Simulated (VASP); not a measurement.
# Hg (P6_222) in VASP: notebook, part 2 of 2

VASP 6.6.1. Earlier steps stand in the parts before.

## Step 3: Single point, PBE

This run uses another cell than the first one, of 35.39 Å³/atom.

INCAR

```
PREC = Accurate
ENCUT = 550
EDIFF = 1E-6
ISMEAR = 0
SIGMA = 0.1
LREAL = False
LASPH = True
NELM = 120
ALGO = Normal
ISIF = 2
LWAVE = False
LCHARG = False
GGA = PE
NBANDS = 37
GGA_COMPAT = False
```

KPOINTS

```
Automatic mesh
0
Gamma
  6 6 4
```

POSCAR

```
Hg
1.0
    5.9220238382      0.0000000000      0.0000000000
   -2.9610119191      5.1286230857      0.0000000000
    0.0000000000      0.0000000000      3.4952890767
Hg
3
Direct
    0.0000000000      0.5000000000      0.6666666667
    0.5000000000      0.0000000000      0.0000000000
    0.5000000000      0.5000000000      0.3333333333
```

Potentials or basis: VASP PAW PBE potentials, release 64 (Hg_sv_GW).

On the command line:

```console
> cat potpaw_PBE.64/Hg_sv_GW/POTCAR > POTCAR
> mpirun -np 1 vasp_std > vasp.out
```

OUTCAR:

```text
PREC = Accurate
   ENCUT = 550
   EDIFF = 1E-6
   ISMEAR = 0
   LREAL = False
   LASPH = True
   NELM = 120
   ISIF = 2
   GGA = PE

 ion  position               nearest neighbor table
   1  0.000  0.500  0.667-   2 3.18   2 3.18   3 3.18   3 3.18
   2  0.500  0.000  0.000-   1 3.18   3 3.18   3 3.18   1 3.18
   3  0.500  0.500  0.333-   2 3.18   2 3.18   1 3.18   1 3.18

  LATTYP: Found a hexagonal cell.
 ALAT       =     5.9220238382
 C/A-ratio  =     0.5902186773

  Lattice vectors:

 A1 = (   5.9220238382,   0.0000000000,   0.0000000000)
 A2 = (  -2.9610119191,   5.1286230857,   0.0000000000)
 A3 = (   0.0000000000,   0.0000000000,   3.4952890767)

Analysis of symmetry for initial positions (statically):
=====================================================================
 Subroutine PRICEL returns:
 Original cell was already a primitive cell.

 Routine SETGRP: Setting up the symmetry group for a
 hexagonal supercell.

 Subroutine GETGRP returns: Found 12 space group operations
 (whereof  4 operations were pure point group operations)
 out of a pool of 24 trial point group operations.

The static configuration has the point symmetry D_2 .
 The point group associated with its full space group is D_6 .

Analysis of symmetry for dynamics (positions and initial velocities):
=====================================================================
 Subroutine PRICEL returns:
 Original cell was already a primitive cell.

 Routine SETGRP: Setting up the symmetry group for a
 hexagonal supercell.

 Subroutine GETGRP returns: Found 12 space group operations
 (whereof  4 operations were pure point group operations)
 out of a pool of 24 trial point group operations.

The dynamic configuration has the point symmetry D_2 .
 The point group associated with its full space group is D_6 .

 Subroutine INISYM returns: Found 12 space group operations
 (whereof  4 operations are pure point group operations),
 and found     1 'primitive' translations

----------------------------------------------------------------------------------------

                                     Primitive cell

  volume of cell :     106.1583

  direct lattice vectors                    reciprocal lattice vectors
     5.922023838  0.000000000  0.000000000     0.168861191  0.097492054  0.000000000
    -2.961011919  5.128623086  0.000000000     0.000000000  0.194984108  0.000000000
     0.000000000  0.000000000  3.495289077     0.000000000  0.000000000  0.286099369

  length of vectors
     5.922023838  5.922023838  3.495289077     0.194984108  0.194984108  0.286099369

  position of ions in fractional coordinates (direct lattice)
     1.000000000  0.500000000  0.666666667
     0.500000000  0.000000000  0.000000000
     0.500000000  0.500000000  0.333333333

  ion indices of the primitive-cell ions
   primitive index   ion index
                 1           1
                 2           2
                 3           3

----------------------------------------------------------------------------------------

 KPOINTS: Automatic mesh

Automatic generation of k-mesh.
 Grid dimensions read from file:
 generate k-points for:    6    6    4

 Generating k-lattice:

  Cartesian coordinates                     Fractional coordinates (reciprocal lattice)
     0.028143532  0.016248676  0.000000000     0.166666667  0.000000000  0.000000000
     0.000000000  0.032497351  0.000000000     0.000000000  0.166666667  0.000000000
     0.000000000  0.000000000  0.071524842     0.000000000  0.000000000  0.250000000

  Length of vectors
     0.032497351  0.032497351  0.071524842

  Shift w.r.t. Gamma in fractional coordinates (k-lattice)
     0.000000000  0.000000000  0.000000000

 Subroutine IBZKPT returns following result:
 ===========================================

 Found     21 irreducible k-points:

 Following reciprocal coordinates:
            Coordinates               Weight
  0.000000  0.000000  0.000000      1.000000
  0.166667  0.000000  0.000000      6.000000
  0.333333  0.000000  0.000000      6.000000
  0.500000  0.000000  0.000000      3.000000
  0.166667  0.166667  0.000000      6.000000
  0.333333  0.166667  0.000000     12.000000
[... 13 lines left out ...]
  0.333333  0.166667  0.500000     12.000000
  0.333333  0.333333  0.500000      2.000000
   k-points           NKPTS =     21   k-points in BZ     NKDIM =     21   number of bands    NBANDS=     37
   number of dos      NEDOS =    301   number of ions     NIONS =      3
   total plane-waves  NPLWV =  64512
   dimension x,y,z NGX =    48 NGY =   48 NGZ =   28
   dimension x,y,z NGXF=    96 NGYF=   96 NGZF=   56
   ions per type =               3
   NGX,Y,Z   is equivalent  to a cutoff of  13.47, 13.47, 13.32 a.u.
   NGXF,Y,Z  is equivalent  to a cutoff of  26.95, 26.95, 26.64 a.u.
 SYSTEM =  unknown system
   PREC   = accura    normal or accurate (medium, high low for compatibility)
   ISTART =      0    job   : 0-new  1-cont  2-samecut
   ICHARG =      2    charge: 1-file 2-atom 10-const
   ISPIN  =      1    spin polarized calculation?
   LNONCOLLINEAR =      F non collinear calculations
   LSORBIT =      F    spin-orbit coupling
   LASPH  =      T    aspherical Exc in radial PAW
   ENCUT  =  550.0 eV  40.42 Ry    6.36 a.u.  11.32 11.32  6.68*2*pi/ulx,y,z
   NELM   =    120;   NELMIN=  2; NELMDL= -5     # of ELM steps
   EDIFF  = 0.1E-05   stopping-criterion for ELM
   LREAL  =      F    real-space projection
[... 7 lines left out ...]
   TEBEG  =    0.0;   TEEND  =   0.0 temperature during run
   PSTRESS=    0.0 pullay stress
   NELECT =      60.0000    total number of electrons
   NUPDOWN=      -1.0000    fix difference up-down
   EMIN   =  10.00;   EMAX   =-10.00  energy-range for DOS
   EFERMI =   0.00;   METHOD = LEGACY
   ISMEAR =     0;   SIGMA  =   0.10  broadening in eV -4-tet -1-fermi 0-gaus
   EFERMI_NEDOS =   21; number of points for ismear=-14 and -15
   IALGO  =     38    algorithm
   IMIX   =      4    mixing-type and parameters
     AMIX     =   0.40;   BMIX     =  1.00
     AMIX_MAG =   1.60;   BMIX_MAG =  1.00
  volume/ion in A,a.u.               =      35.39       238.80
  Fermi-wavevector in a.u.,A,eV,Ry     =   1.353549  2.557836 24.927155  1.832094
  Thomas-Fermi vector in A             =   2.480795
   LORBIT       =      0    0 simple, 1 ext, 2 COOP (PROOUT), +10 PAW based schemes
   GGA     = PE    functional components
   LHFCALC =     F    Hartree Fock is set to
   AEXX    =    0.0000 exact exchange contribution
   IVDW    =     0    specifies the selected vdW correction
   LEPSILON=     F    determine dielectric tensor
   LRPA    =     F    only Hartree local field effects (RPA)
 non-spin polarized calculation
 Gauss-broadening in eV      SIGMA  =   0.10
  energy-cutoff  :      550.00
  volume of cell :      106.16
 maximum number of plane-waves:      3158
 NGX is ok and might be reduce to    48
   NGX = 23   NGY = 23   NGZ = 13

 number of electron      59.9999984 magnetization

 Free energy of the ion-electron system (eV)
  ---------------------------------------------------
  ext. energy  EPLUGINS =         0.00000000
  ---------------------------------------------------
  free energy    TOTEN  =        -0.53902753 eV

  energy without entropy =       -0.53419620  energy(sigma->0) =       -0.53661186

 E-fermi :   2.6221     XC(G=0):  -8.8174

 val. band max:        2.1894978770   @ k =   0.0000   0.0000   0.2500
 cond. band min:       2.6571941982   @ k =   0.5000   0.0000   0.5000
 fundamental gap:      0.4676963212
 Fermi energy:         2.6221202254

 k-point     1 :       0.0000    0.0000    0.0000
  band No.  band energies     occupation
      1    -111.9551      2.00000
      2    -111.9544      2.00000
      3    -111.9544      2.00000
      4     -60.3179      2.00000
      5     -60.3057      2.00000
      6     -60.3057      2.00000
[... 29 lines left out ...]
     36      10.6475      0.00000
     37      13.9875      0.00000

 k-point     2 :       0.1667    0.0000    0.0000
  band No.  band energies     occupation
      1    -111.9551      2.00000
      2    -111.9544      2.00000
      3    -111.9544      2.00000
      4     -60.3166      2.00000
      5     -60.3056      2.00000
      6     -60.3050      2.00000
[... 752 lines left out ...]
 k-point    21 :       0.3333    0.3333    0.5000
  band No.  band energies     occupation
      1    -111.9548      2.00000
      2    -111.9544      2.00000
      3    -111.9544      2.00000
      4     -60.3114      2.00000
      5     -60.3022      2.00000
      6     -60.3022      2.00000
[... 29 lines left out ...]
     36       9.4304      0.00000
     37       9.4678      0.00000

------------------------ aborting loop because EDIFF is reached ----------------------------------------

  FORCE on cell =-STRESS in cart. coord.  units (eV):
  Direction    XX          YY          ZZ          XY          YZ          ZX
  --------------------------------------------------------------------------------------
  -------------------------------------------------------------------------------------
  Total       -0.1556399     -0.1556399     -0.2639382      0.0000000      0.0000000      0.0000000
  in kB       -2.3489707     -2.3489707     -3.9834448      0.0000000      0.0000000      0.0000000
  external PRESSURE =      -2.8937954 kB  Pullay stress =       0.0000000 kB

 VOLUME and BASIS-vectors are now :
 -----------------------------------------------------------------------------
  energy-cutoff  :      550.00
  volume of cell :      106.16
      direct lattice vectors                 reciprocal lattice vectors
     5.922023838  0.000000000  0.000000000     0.168861191  0.097492054  0.000000000
    -2.961011919  5.128623086  0.000000000     0.000000000  0.194984108  0.000000000
     0.000000000  0.000000000  3.495289077     0.000000000  0.000000000  0.286099369

 POSITION                                       TOTAL-FORCE (eV/Angst)
 -----------------------------------------------------------------------------------
     -1.48051      2.56431      2.33019        -0.000000      0.000000      0.000000
      2.96101      0.00000      0.00000         0.000000      0.000000      0.000000
      1.48051      2.56431      1.16510        -0.000000      0.000000     -0.000000
 -----------------------------------------------------------------------------------
    total drift:                                0.000000      0.000000      0.000001

  FREE ENERGIE OF THE ION-ELECTRON SYSTEM (eV)
  ---------------------------------------------------
  free  energy   TOTEN  =        -0.5390275259 eV

  energy  without entropy=       -0.5341961958  energy(sigma->0) =       -0.53661186
```

It took 68 s on 1 thread of AMD EPYC 7R13 (Zen 3), shared host; peak memory 0.25 GiB.

Results:

- Free energy: -0.5390 eV
- Pressure: -0.3 GPa
- Band gap on the k mesh: zero (bands 30 and 31 overlap by 1.36 eV)

Levels at points of the mesh, in eV from the Fermi level:
```
           k point  band 26  band 27  band 28  band 29  band 30  band 31  band 32  band 33  band 34  band 35
(0.00, 0.00, 0.00)    -6.00    -5.83    -5.61    -1.09    -1.09    -0.52     1.23     1.23     5.42     8.03
(0.50, 0.00, 0.00)    -5.89    -5.75    -5.52    -4.85    -1.91     0.33     5.17     5.38     5.57     6.36
(0.00, 0.00, 0.50)    -5.93    -5.77    -3.25    -3.25     0.84     2.80     2.80     3.65     3.65     3.70
(0.50, 0.00, 0.50)    -5.72    -5.68    -2.54    -1.98    -1.83     0.04     1.99     2.00     3.16     5.33
```

Caveat: the k points lie up to 0.45 Å⁻¹ apart, too coarse for converged energies and pressures of a metal; spin-orbit coupling is left out, which moves the levels of the heavy elements.

The gap in the log of VASP goes by the Fermi energy; the results here count the filled bands.